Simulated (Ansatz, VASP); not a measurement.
## GeCN2: VASP beside Ansatz

File INCAR:

```
SYSTEM = GeCN2
PREC = Accurate ; ENCUT = 520
EDIFF = 1E-6 ; ISMEAR = -1
SIGMA = 0.05 ; LREAL = .FALSE.
LASPH = .TRUE. ; NELM = 60
ALGO = Normal ; ISIF = 2
LWAVE = .FALSE. ; LCHARG = .FALSE.
NBANDS = 22
```

KPOINTS

```
regular mesh
0
G
  9 9 9
  0 0 0
```

File POSCAR:

```
GeCN2
1.0
    1.7571721281      1.0145038012      4.8214809130
   -1.7571721281      1.0145038012      4.8214809130
    0.0000000000     -2.0290076023      4.8214809130
Ge N C
1 2 1
Direct
    0.0000000000      0.0000000000      0.0000000000
    0.5839044000      0.5839044000      0.5839044000
    0.4160956000      0.4160956000      0.4160956000
    0.5000000000      0.5000000000      0.5000000000
```

File input.yaml:

```yaml
crystal:
  lattice:
    - [1.7571721281, 1.0145038012, 4.821480913]
    - [-1.7571721281, 1.0145038012, 4.821480913]
    - [0.0, -2.0290076023, 4.821480913]
  atoms:
    - { symbol: Ge, position: [0.0, 0.0, 0.0] }
    - { symbol: "N", position: [0.5839044, 0.5839044, 0.5839044] }
    - { symbol: "N", position: [0.4160956, 0.4160956, 0.4160956] }
    - { symbol: C, position: [0.5, 0.5, 0.5] }
kpoints:
  mp_grid: { grid: [9, 9, 9] }
scf:
  occupations: { method: fermi_dirac, width: 0.05 }
hamiltonian:
  xc: lda
  pseudopotentials: { kind: all_electron, lapw: { basis_error: 0.002 } }
output:
  forces: true
  stress: true
  eigenvalues: true
```

Change from the starting cell: volume scaled by 0.94.

Alike in both runs: task single point; functional LDA; k mesh 9 × 9 × 9; occupations fermi-dirac, width 0.05 eV; no spin polarisation.

```csv
,VASP,Ansatz
version,VASP 6.6.1,Ansatz 0.2.0
potentials or method,"VASP PAW LDA potentials, release 64 (Ge_d, N, C), cutoff 520 eV","all-electron LAPW, scalar-relativistic"
```

|  | VASP | Ansatz | Ansatz less VASP |
| --- | --- | --- | --- |
| gap on the k mesh at the Fermi level (eV) | 0.80 | 0.83 | +0.029 |
| least direct gap on the mesh (eV) | 1.48 | 1.53 | +0.044 |
| pressure (GPa) | 2.0 | 1.8 | -0.28 |
| traceless stress, the component that is largest in VASP (GPa) | 9.36 | 8.43 | -0.925 |
| rms of the force components (eV/Å) | 0.701 | 0.636 | -0.0653 |

LDA's correlation is that of Perdew and Zunger in VASP and of Perdew and Wang (1992) in Ansatz. Atom by atom the forces differ by 0.065 eV/Å (rms over components). Ansatz ran all-electron here, and VASP with PAW potentials.

Noted on VASP's run: the standard files for N, O and F lose accuracy on very short bonds.
